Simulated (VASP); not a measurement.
A run of VASP 6.6.1 is set up as follows.

File POSCAR:

```
Al7Si9C9N7
1.0
    9.3419160000      0.0000000000      0.0000000000
    0.0000000000     10.7733280000      0.0000000000
    0.0000000000      0.0000000000     10.1457120000
Al Si C N
21 27 27 21
Direct
    0.1664450000      0.0848270000      0.2493550000
    0.1661740000      0.1031220000      0.7631770000
    0.0007540000      0.3366980000      0.2438290000
    0.3333650000      0.3355150000      0.2438250000
    0.1674770000      0.5838140000      0.2473290000
    0.6675200000      0.3328540000      0.2435070000
    0.5069640000      0.5847060000      0.2416400000
    0.8287720000      0.5844160000      0.2449580000
    0.6675120000      0.8415140000      0.2468110000
    0.0029630000      0.1711330000      0.0040460000
    0.3293690000      0.1685090000      0.0038720000
    0.1682950000      0.4095790000      0.9980140000
    0.9972620000      0.6588890000      0.9983500000
    0.6661580000      0.1667150000      0.0029910000
    0.5010620000      0.4144550000      0.0002160000
    0.3346910000      0.6601300000      0.9988530000
    0.1658940000      0.9134380000      0.9961990000
    0.8315360000      0.4111580000      0.9999710000
    0.6676230000      0.6653660000      0.9985670000
    0.4971100000      0.9167600000      0.9941220000
    0.8371480000      0.9196410000      0.9949510000
    0.9985190000      0.3387000000      0.7524170000
    0.4960010000      0.0829820000      0.2518110000
    0.4987540000      0.1160000000      0.7659400000
    0.3352100000      0.3382530000      0.7525330000
    0.1672550000      0.5772280000      0.7529430000
    0.0019410000      0.8305570000      0.2460400000
    0.0006630000      0.8248600000      0.7525230000
    0.8377100000      0.0837090000      0.2521390000
    0.8335410000      0.1154590000      0.7653550000
    0.6658170000      0.3398950000      0.7525540000
    0.5010520000      0.5754020000      0.7534260000
    0.3315200000      0.8310200000      0.2466820000
    0.3325800000      0.8229270000      0.7525970000
    0.8318240000      0.5780810000      0.7504620000
    0.6667640000      0.8254220000      0.7508810000
    0.9988130000      0.1681760000      0.5007420000
    0.3345610000      0.1676700000      0.5005000000
    0.1671680000      0.4133460000      0.4973530000
    0.0000110000      0.6609020000      0.5007740000
    0.6667270000      0.1654830000      0.4998500000
    0.5003070000      0.4131680000      0.4938850000
    0.3338800000      0.6612160000      0.5005990000
    0.1666380000      0.9175630000      0.5034490000
    0.8337840000      0.4133520000      0.4961720000
    0.6675580000      0.6642040000      0.4974630000
    0.5013130000      0.9162820000      0.5055210000
    0.8325320000      0.9168250000      0.5053630000
    0.9918590000      0.1580430000      0.1952910000
    0.9908270000      0.1710550000      0.6843830000
    0.3414760000      0.1565080000      0.1949330000
    0.3415840000      0.1699390000      0.6840920000
    0.1673780000      0.4243360000      0.1845180000
    0.1666820000      0.4217150000      0.6847090000
    0.6669270000      0.1378930000      0.1934320000
    0.6660810000      0.1621830000      0.6874230000
    0.5007510000      0.4192770000      0.1896610000
    0.5013020000      0.4210530000      0.6803350000
    0.8338860000      0.4211250000      0.1870300000
    0.8318370000      0.4222230000      0.6835470000
    0.6699390000      0.6824780000      0.1848540000
    0.1663690000      0.0760730000      0.4543790000
    0.1647490000      0.0745480000      0.9439490000
    0.0010040000      0.3328910000      0.4465620000
    0.9985200000      0.3358700000      0.9261500000
    0.5003940000      0.0740550000      0.4441340000
    0.3324020000      0.3320880000      0.4459910000
    0.3358170000      0.3318950000      0.9261070000
    0.1667670000      0.5913700000      0.4484940000
    0.8332670000      0.0744150000      0.4442660000
    0.6678330000      0.3291070000      0.4458350000
    0.6670120000      0.3277180000      0.9259320000
    0.5000190000      0.5911790000      0.4491480000
    0.5013610000      0.5916860000      0.9237430000
    0.8347900000      0.5900750000      0.4497770000
    0.0027650000      0.6821680000      0.1864770000
    0.0003950000      0.6671090000      0.6897050000
    0.3307550000      0.6826950000      0.1884480000
    0.3291480000      0.6671840000      0.6867500000
    0.1666670000      0.8997930000      0.2003560000
    0.1662620000      0.8848350000      0.6801910000
    0.6710670000      0.6689050000      0.6865540000
    0.4838420000      0.9153590000      0.1937440000
    0.4974910000      0.8856010000      0.6813990000
    0.8507360000      0.9162080000      0.1938370000
    0.8364030000      0.8886730000      0.6818160000
    0.5023080000      0.0762200000      0.9286720000
    0.1646630000      0.5962800000      0.9218560000
    0.9991960000      0.8315330000      0.4419330000
    0.9975020000      0.8277580000      0.9242480000
    0.8313200000      0.0781880000      0.9287870000
    0.3340630000      0.8321650000      0.4419820000
    0.3325300000      0.8302320000      0.9237240000
    0.8343640000      0.5943060000      0.9185860000
    0.6672410000      0.8354340000      0.4544900000
    0.6691100000      0.8403140000      0.9208990000
```

File INCAR.step1:

```
PREC = Accurate
ENCUT = 520
EDIFF = 1E-5
ISMEAR = -1
SIGMA = 0.05
LREAL = Auto
LASPH = True
NELM = 80
ALGO = Normal
ISIF = 2
LWAVE = True
NBANDS = 246
GGA = PE
LUSENCCL = False
```

The input INCAR.step2:

```
PREC = Accurate
ENCUT = 520
EDIFF = 1E-6
ISMEAR = -1
SIGMA = 0.05
LREAL = Auto
LASPH = True
NELM = 80
ALGO = Normal
ISIF = 2
LWAVE = False
LCHARG = True
GGA = PE
LHFCALC = True
HFSCREEN = 0.2079
PRECFOCK = Fast
LELF = True
LVHAR = True
NBANDS = 246
ISTART = 1
LUSENCCL = False
```

Contents of KPOINTS:

```
regular mesh
0
Gamma
  1 1 1
```

Potentials or basis: VASP PAW PBE potentials, release 64 (Al, Si, C, N).

Command:

```bash
$ cat potpaw_PBE.64/Al/POTCAR potpaw_PBE.64/Si/POTCAR potpaw_PBE.64/C/POTCAR potpaw_PBE.64/N/POTCAR > POTCAR
$ cp INCAR.step1 INCAR
$ mpirun -np 1 vasp_gam > vasp.out
$ cp INCAR.step2 INCAR
$ mpirun -np 1 vasp_gam > vasp.out
```

Problem. Estimate the pressure.

Solution. -2.0 GPa.

Problem. Estimate the largest force.

Solution. 0.391 eV/Å.

Forces in eV/Å, atoms in the order of the input:
```
Al   0.003  0.244 -0.126
Al  -0.004  0.154  0.063
Al  -0.047  0.117 -0.118
Al   0.090  0.124 -0.122
Al   0.009 -0.123 -0.119
Al  -0.010  0.247 -0.096
Al   0.091 -0.111 -0.112
Al  -0.088 -0.104 -0.142
Al   0.006 -0.169 -0.119
Al   0.088  0.004  0.013
Al  -0.085  0.036  0.009
Al   0.007 -0.213 -0.005
Al  -0.001 -0.042 -0.128
Al  -0.004  0.077 -0.041
Al  -0.002 -0.156 -0.004
Al   0.027 -0.058 -0.122
Al   0.007  0.151 -0.132
Al   0.009 -0.200  0.006
Al  -0.025 -0.123 -0.008
Al  -0.041  0.043 -0.118
Al   0.025  0.033 -0.121
Si   0.022  0.069  0.074
Si   0.006  0.216 -0.214
Si  -0.001  0.111  0.080
Si   0.005  0.033  0.069
Si  -0.002 -0.014  0.082
Si   0.072 -0.016 -0.192
Si   0.002 -0.031 -0.034
Si   0.028  0.209 -0.211
Si   0.025  0.114  0.068
Si   0.030  0.169  0.093
Si   0.006 -0.061  0.152
Si  -0.035 -0.066 -0.196
Si  -0.015 -0.026 -0.039
Si   0.003 -0.012  0.122
Si   0.018 -0.023 -0.017
Si   0.017  0.007  0.010
Si  -0.030  0.010  0.014
Si  -0.014 -0.179 -0.031
Si  -0.021 -0.140 -0.092
Si   0.000 -0.002 -0.069
Si  -0.042 -0.159 -0.035
Si   0.006 -0.148 -0.068
Si   0.005  0.022  0.026
Si   0.023 -0.160 -0.056
Si  -0.002 -0.107 -0.074
Si   0.065 -0.073  0.015
Si  -0.082 -0.074  0.029
C   -0.106 -0.283  0.131
C   -0.151 -0.143  0.115
C    0.084 -0.283  0.143
C    0.158 -0.132  0.106
C   -0.016 -0.013  0.029
C   -0.011 -0.023  0.080
C   -0.030 -0.360  0.150
C   -0.004 -0.200  0.198
C   -0.022 -0.071  0.034
C    0.009 -0.050  0.108
C    0.018 -0.034  0.016
C    0.000 -0.047  0.127
C   -0.006  0.100  0.071
C    0.005 -0.035  0.186
C   -0.001 -0.066 -0.040
C    0.003  0.133  0.217
C   -0.004  0.166 -0.077
C    0.029 -0.011  0.081
C    0.024  0.148  0.225
C   -0.035  0.150 -0.083
C   -0.008  0.239  0.197
C   -0.011 -0.003  0.065
C   -0.018  0.121  0.192
C    0.000  0.092 -0.089
C   -0.004  0.250  0.259
C   -0.022  0.205 -0.174
C    0.003  0.241  0.230
N    0.067  0.241  0.088
N   -0.005  0.029  0.036
N   -0.073  0.276  0.097
N   -0.026  0.032  0.033
N   -0.039 -0.254  0.133
N   -0.009 -0.192 -0.001
N    0.001  0.083  0.077
N   -0.056 -0.125  0.069
N    0.020 -0.169 -0.009
N    0.047 -0.099  0.064
N   -0.004 -0.167 -0.015
N    0.044  0.005 -0.302
N   -0.030  0.156 -0.152
N    0.021  0.035  0.077
N    0.002  0.060 -0.146
N   -0.046  0.004 -0.307
N   -0.019  0.044  0.083
N    0.016  0.054 -0.132
N    0.044  0.159 -0.167
N    0.009  0.077  0.163
N    0.008  0.064 -0.148
```

Caveat: the k points lie up to 0.67 Å⁻¹ apart; the PAW data sets were made with another functional, which shifts forces and pressure a little.
